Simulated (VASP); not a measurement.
# Au (Fm-3m) in VASP: further runs, part 2 of 2

VASP 6.6.1.

**4. Single point, PBE**

INCAR

```
SYSTEM = Au
PREC = Accurate ; ENCUT = 520
EDIFF = 1E-6 ; ISMEAR = 0
SIGMA = 0.1 ; LREAL = .FALSE.
LASPH = .TRUE. ; NELM = 80
ALGO = Fast ; ISIF = 2
LWAVE = .FALSE. ; LCHARG = .TRUE.
GGA = PE ; LELF = .TRUE.
LVHAR = .TRUE. ; NBANDS = 12
```

KPOINTS

```
Automatic mesh
0
G
  18 18 18
  0 0 0
```

POSCAR

```
Au
1.0
    0.0000000000      2.0789480778      2.0789480778
    2.0789480778      0.0000000000      2.0789480778
    2.0789480778      2.0789480778      0.0000000000
Au
1
Direct
    0.0000000000      0.0000000000      0.0000000000
```

Potentials or basis: VASP PAW PBE potentials, release 64 (Au).

Started as:

```sh
$ cat potpaw_PBE.64/Au/POTCAR > POTCAR
$ mpirun -np 1 vasp_std > vasp.out
```

OUTCAR:

```text
SYSTEM = Au
   PREC = Accurate
   ENCUT = 520
   EDIFF = 1E-6
   ISMEAR = 0
   LREAL = .FALSE.
   LASPH = .TRUE.
   NELM = 80
   ISIF = 2
   GGA = PE

 ion  position               nearest neighbor table
   1  0.000  0.000  0.000-

  LATTYP: Found a face centered cubic cell.
 ALAT       =     4.1578961556

  Lattice vectors:

 A1 = (   0.0000000000,   2.0789480778,   2.0789480778)
 A2 = (   2.0789480778,   0.0000000000,   2.0789480778)
 A3 = (   2.0789480778,   2.0789480778,   0.0000000000)

Analysis of symmetry for initial positions (statically):
=====================================================================
 Subroutine PRICEL returns:
 Original cell was already a primitive cell.

 Routine SETGRP: Setting up the symmetry group for a
 face centered cubic supercell.

 Subroutine GETGRP returns: Found 48 space group operations
 (whereof 48 operations were pure point group operations)
 out of a pool of 48 trial point group operations.

The static configuration has the point symmetry O_h .

Analysis of symmetry for dynamics (positions and initial velocities):
=====================================================================
 Subroutine PRICEL returns:
[... 162 lines left out ...]
 Fermi energy:         8.5659428945

 k-point     1 :       0.0000    0.0000    0.0000
  band No.  band energies     occupation
      1      -0.6930      2.00000
      2       4.1966      2.00000
      3       4.1966      2.00000
      4       4.1966      2.00000
      5       5.5751      2.00000
      6       5.5751      2.00000
      7      23.1956      0.00000
      8      26.8894      0.00000
      9      26.8894      0.00000
     10      26.8894      0.00000
     11      31.6284      0.00000
     12      35.7092      0.00000
[... 331 lines left out ...]
 k-point    24 :      -0.2222    0.0556    0.0000
  band No.  band energies     occupation
      1       1.0280      2.00000
      2       3.9676      2.00000
      3       4.4796      2.00000
      4       4.5118      2.00000
      5       5.4961      2.00000
      6       5.9342      2.00000
      7      19.8484      0.00000
      8      24.1058      0.00000
      9      26.6334      0.00000
     10      29.0704      0.00000
     11      29.3886      0.00000
     12      30.9426      0.00000

 [... further k-points ...]
[... 5 lines left out ...]
  --------------------------------------------------------------------------------------
  -------------------------------------------------------------------------------------
  Total       -0.0189374     -0.0189374     -0.0189374      0.0000000      0.0000000     -0.0000000
  in kB       -1.6883778     -1.6883778     -1.6883778      0.0000000      0.0000000     -0.0000000
  external PRESSURE =      -1.6883778 kB  Pullay stress =       0.0000000 kB

 VOLUME and BASIS-vectors are now :
 -----------------------------------------------------------------------------
  energy-cutoff  :      520.00
  volume of cell :       17.97
      direct lattice vectors                 reciprocal lattice vectors
     0.000000000  2.078948078  2.078948078    -0.240506247  0.240506247  0.240506247
     2.078948078  0.000000000  2.078948078     0.240506247 -0.240506247  0.240506247
     2.078948078  2.078948078  0.000000000     0.240506247  0.240506247 -0.240506247

 POSITION                                       TOTAL-FORCE (eV/Angst)
 -----------------------------------------------------------------------------------
      0.00000      0.00000      0.00000         0.000000      0.000000      0.000000
 -----------------------------------------------------------------------------------
    total drift:                               -0.000000      0.000000      0.000000

  FREE ENERGIE OF THE ION-ELECTRON SYSTEM (eV)
  ---------------------------------------------------
  free  energy   TOTEN  =        -3.2223657722 eV

  energy  without entropy=       -3.2210994130  energy(sigma->0) =       -3.22173259
```

stdout:

```text
POSCAR found type information on POSCAR Au
 POSCAR found :  1 types and       1 ions
 scaLAPACK will be used
 LDA part: xc-table for (Slater+PW92), standard interpolation
 POSCAR, INCAR and KPOINTS ok, starting setup
 FFT: planning ... GRIDC
 FFT: planning ... GRID_SOFT
 FFT: planning ... GRID
 WAVECAR not read
 entering main loop
```

Run time: 12 s. Hardware: 1 thread of Intel Xeon 6975P-C (Granite Rapids), shared host; peak memory 0.17 GiB.

What came out:

```yaml
Free_energy: -3.2224 eV
Pressure: -0.2 GPa
```

Caveat: spin-orbit coupling is left out, which moves the levels of the heavy elements.

**5. Relaxation of cell and atoms, PBE**

This run uses another cell than the first one, of 18.14 Å³/atom, 1.010 times its volume.

INCAR

```
PREC = Accurate ; ENCUT = 600
EDIFF = 1E-7 ; ISMEAR = 0
SIGMA = 0.1 ; LREAL = F
LASPH = T ; NELM = 100
ALGO = Normal ; ISIF = 3
LWAVE = F ; LCHARG = F
GGA = PE ; IBRION = 2
NSW = 100 ; EDIFFG = -0.005
```

KPOINTS

```
Automatic mesh
0
Gamma
  18 18 18
```

POSCAR

```
Au
1.0
    0.0000000000      2.0856442700      2.0856442700
    2.0856442700      0.0000000000      2.0856442700
    2.0856442700      2.0856442700      0.0000000000
Au
1
Direct
    0.0000000000      0.0000000000      0.0000000000
```

Started as:

```sh
$ cat potpaw_PBE.64/Au/POTCAR > POTCAR
$ mpirun -np 1 vasp_std > vasp.out
```

It took 19 s on 1 thread of Intel Xeon 6975P-C (Granite Rapids), shared host; peak memory 0.17 GiB.

It converged, with:

| Item | Value |
| --- | --- |
| Free energy | -3.2223 eV |
| Relaxed volume | 17.95 Å³/atom |
| Relaxed cell | a = 2.939 Å, b = 2.939 Å, c = 2.939 Å, α = 60.00°, β = 60.00°, γ = 60.00° |
| Space group after relaxing (to 0.05 Å) | Fm-3m (No. 225) |
| Energy gained by relaxing | 0.9 meV/atom |
| Ionic steps | 3 |
| Pressure after relaxing | 0.0 GPa |

Step by step:
```
step  energy change (eV)  largest force (eV/Å)  pressure (GPa)  volume (Å³)
   1              0.0000                0.0000           -1.47        18.14
   2              0.0006                0.0000            1.99        17.71
   3             -0.0009                0.0000            0.00        17.95
```

Final structure:
```xyz
1
Lattice="0.0000 2.0782 2.0782 2.0782 0.0000 2.0782 2.0782 2.0782 0.0000" Properties=species:S:1:pos:R:3 pbc="T T T"
Au    0.0000    0.0000    0.0000
```

Levels at points of the mesh, in eV from the Fermi level:
| k point | band 4 | band 5 | band 6 | band 7 | band 8 | band 9 |
| --- | --- | --- | --- | --- | --- | --- |
| (0.00, 0.00, 0.00) | -4.38 | -2.99 | -2.99 | 14.63 | 18.33 | 18.33 |
| (0.50, 0.00, 0.00) | -1.90 | -1.90 | -0.67 | 2.85 | 14.07 | 16.79 |
| (0.50, 0.50, 0.00) | -1.61 | -1.61 | 1.21 | 5.41 | 9.91 | 9.91 |

Caveat: spin-orbit coupling is left out, which moves the levels of the heavy elements.

**6. Single point, PBE**

INCAR

```
SYSTEM = Au
PREC = Accurate
ENCUT = 520
EDIFF = 1E-6
ISMEAR = 0
SIGMA = 0.1
LREAL = .False.
LASPH = .True.
NELM = 100
ALGO = Normal
ISIF = 2
LWAVE = .False.
LCHARG = .True.
GGA = PE
LELF = .True.
LVHAR = .True.
ISYM = 0
NBANDS = 12
```

KPOINTS

```
Automatic mesh
0
Gamma
  12 12 14
  0 0 0
```

POSCAR

```
Au
1.0
    2.9400765671      0.0000000000      0.0000000000
   -1.4700382836      2.5461809962      0.0000000000
    1.4700382836      0.8487269987      2.4005624647
Au
1
Direct
    0.0000000000      0.0000000000      0.0000000000
```

Potentials or basis: VASP PAW PBE potentials, release 64 (Au).

Started as:

```sh
$ cat potpaw_PBE.64/Au/POTCAR > POTCAR
$ mpirun -np 1 vasp_std > vasp.out
```

OUTCAR:

```text
SYSTEM = Au
   PREC = Accurate
   ENCUT = 520
   EDIFF = 1E-6
   ISMEAR = 0
   LREAL = .False.
   LASPH = .True.
   NELM = 100
   ISIF = 2
   GGA = PE
   ISYM = 0

 ion  position               nearest neighbor table
   1  0.000  0.000  0.000-

IMPORTANT INFORMATION: All symmetrisations will be switched off!
NOSYMM: (Re-)initialisation of all symmetry stuff for point group C_1.

----------------------------------------------------------------------------------------

                                     Primitive cell

[... 520 lines left out ...]
      8      17.9952      0.00000
      9      20.1147      0.00000
     10      25.8111      0.00000
     11      29.3772      0.00000
     12      34.8828      0.00000

 [... further k-points ...]
[... 5 lines left out ...]
  --------------------------------------------------------------------------------------
  -------------------------------------------------------------------------------------
  Total        0.0340426      0.0166584     -0.1547609      0.0150552      0.0280824      0.0486394
  in kB        3.0350928      1.4851896    -13.7978375      1.3422609      2.5037131      4.3364831
  external PRESSURE =      -3.0925183 kB  Pullay stress =       0.0000000 kB

 VOLUME and BASIS-vectors are now :
 -----------------------------------------------------------------------------
  energy-cutoff  :      520.00
  volume of cell :       17.97
      direct lattice vectors                 reciprocal lattice vectors
     2.940076567  0.000000000  0.000000000     0.340127196  0.196372528 -0.277712693
    -1.470038284  2.546180996  0.000000000     0.000000000  0.392745057 -0.138856346
     1.470038284  0.848726999  2.400562465     0.000000000  0.000000000  0.416569039

 POSITION                                       TOTAL-FORCE (eV/Angst)
 -----------------------------------------------------------------------------------
      0.00000      0.00000      0.00000        -0.000000     -0.000000     -0.000000
 -----------------------------------------------------------------------------------
    total drift:                               -0.000000     -0.000000     -0.000000

  FREE ENERGIE OF THE ION-ELECTRON SYSTEM (eV)
  ---------------------------------------------------
  free  energy   TOTEN  =        -3.2178104500 eV

  energy  without entropy=       -3.2161010276  energy(sigma->0) =       -3.21695574
```

Run time: 5.8 min. Hardware: 1 thread of AMD EPYC 7R43 (Zen 3), shared host; peak memory 0.29 GiB.

The run converged, but its numbers aren't listed here, since they failed a check.

Caveat: spin-orbit coupling is left out, which moves the levels of the heavy elements.

**7. Summary**

```csv
task,cell,k mesh,cutoff (eV),gap on the mesh (eV),pressure (GPa)
single point,"a = 2.940 Å, angles 60.0°, 1 atom",18 × 18 × 18,520,none,-0.2
single point,"a = 2.950 Å, angles 60.0°, 1 atom",8 × 8 × 8,520,none,-0.8
relaxation of cell and atoms,"relaxed from a = 2.950 Å, angles 60.0°, 1 atom",18 × 18 × 18,600,none,0.0
```

Alike in all rows: level PBE; potentials or basis VASP PAW PBE potentials, release 64 (Au); no spin polarisation; smearing gaussian 0.1 eV.

Caveats: spin-orbit coupling is left out, which moves the levels of the heavy elements.

Absolute energies hang on the potentials; compare differences alone.
